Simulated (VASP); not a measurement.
Wanted: the native input for a VASP 6.6.1 run.

- Task: single point
- Functional: r2SCAN
- Potentials or basis: VASP PAW PBE potentials, release 64 (Al, N)
- Cutoff: 520 eV
- k mesh: 12 × 12 × 6
- Occupations: gaussian, width 0.05 eV
- Spin: no spin polarisation
- Dipole correction: no
- Further INCAR settings: ALGO = Normal; EDIFF = 1e-07; NBANDS = 16

The system is AlN.

```xyz
4
Lattice="3.1999 0.0000 0.0000 -1.5999 2.6097 0.0000 0.0000 0.0000 4.9784" Properties=species:S:1:pos:R:3 pbc="T T T"
Al    0.0000    1.7398    0.0084
Al    1.5999    0.8699    2.4976
N     0.0000    1.7398    1.9083
N     1.5999    0.8699    4.3975
```

This cell differs from its parent crystal: strain +0.0300 x Voigt [1, -1, 0, 0, 0, 0].

The input as run:

POSCAR

```
AlN
1.0
    3.1998652988      0.0000000000      0.0000000000
   -1.5999326494      2.6097375712      0.0000000000
    0.0000000000      0.0000000000      4.9784048354
Al N
2 2
Direct
    0.3333333333      0.6666666667      0.0016929024
    0.6666666667      0.3333333333      0.5016929024
    0.3333333333      0.6666666667      0.3833070976
    0.6666666667      0.3333333333      0.8833070976
```

INCAR.step1

```
SYSTEM = AlN
PREC = Accurate
ENCUT = 520
ISMEAR = 0
SIGMA = 0.05
LREAL = .False.
LASPH = .True.
NELM = 80
NBANDS = 16
GGA = PE
ALGO = Normal
EDIFF = 1E-4
LWAVE = .True.
LCHARG = .False.
```

INCAR.step2

```
SYSTEM = AlN
PREC = Accurate
ENCUT = 520
EDIFF = 1E-7
ISMEAR = 0
SIGMA = 0.05
LREAL = .False.
LASPH = .True.
NELM = 80
ALGO = Normal
ISIF = 2
LWAVE = .False.
LCHARG = .True.
METAGGA = R2SCAN
LMIXTAU = .True.
LELF = .True.
LVHAR = .True.
NBANDS = 16
ISTART = 1
```

KPOINTS

```
regular mesh
0
Gamma
  12 12 6
  0 0 0
```

Potentials or basis: VASP PAW PBE potentials, release 64 (Al, N).

Run with:

```bash
$ cat potpaw_PBE.64/Al/POTCAR potpaw_PBE.64/N/POTCAR > POTCAR
$ cp INCAR.step1 INCAR
$ mpirun -np 1 vasp_std > vasp.out
$ cp INCAR.step2 INCAR
$ mpirun -np 1 vasp_std > vasp.out
```

Results of the run:

| Quantity | Value |
| --- | --- |
| Pressure | 0.3 GPa |
| Largest force | 0.717 eV/Å |
| Band gap on the k mesh | 4.89 eV, direct |

Caveat: the cell differs from its parent crystal (strain +0.0300 x Voigt [1, -1, 0, 0, 0, 0]); the PAW data sets were made with another functional, which shifts forces and pressure a little.

Run time: 4.3 min on 1 thread of AMD EPYC 9R45 96-Core Processor (Zen 5) (shared host), peak memory 0.2 GiB.
